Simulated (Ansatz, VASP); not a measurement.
Two plane-wave programs on AlGa5Sb6

```xyz
12
Lattice="4.3982 0.0000 0.0000 0.0000 4.3982 0.0000 0.0000 0.0000 18.6314" Properties=species:S:1:pos:R:3 pbc="T T T"
Al    0.0000    0.0000    0.0000
Ga    0.0000    0.0000   12.4190
Ga    2.1991    2.1991   15.5204
Ga    2.1991    2.1991    3.1110
Ga    0.0000    0.0000    6.2124
Ga    2.1991    2.1991    9.3157
Sb    2.1991    0.0000   13.9699
Sb    0.0000    2.1991   17.0764
Sb    2.1991    0.0000    1.5550
Sb    0.0000    2.1991    4.6615
Sb    2.1991    0.0000    7.7641
Sb    0.0000    2.1991   10.8673
```

Alike in both runs: functional PBE; k mesh 8 × 8 × 2; occupations gaussian, width 0.1 eV; no spin polarisation.

Ansatz relaxed the structure, and its values are those at the end. VASP's run is a single point on that final structure, the one shown.

|  | VASP | Ansatz |
| --- | --- | --- |
| version | VASP 6.6.1 | Ansatz 0.2.0 |
| potentials or method | VASP PAW PBE potentials, release 64 (Al, Ga_d, Sb), cutoff 520 eV | scalar-relativistic, plane waves, PAW |
| valence electrons in the cell | 98 | 158 |

VASP gave:

- gap on the k mesh at the Fermi level (eV): none
- pressure (GPa): 0.1
- rms of the force components (eV/Å): 0.004

**Question.** Which values does Ansatz return?

**Answer.** gap on the k mesh at the Fermi level (eV): none; pressure (GPa): 0.0; rms of the force components (eV/Å): 0.001.

A gap of «none» marks a metal or a gap that the smearing closes. With one functional, cell and mesh, what is left measures potentials, basis and numerics. VASP's potentials hold 98 valence electrons a cell and Ansatz's 158, so a difference there can come from the potentials and not from the codes.

Neither program's run includes spin-orbit coupling.
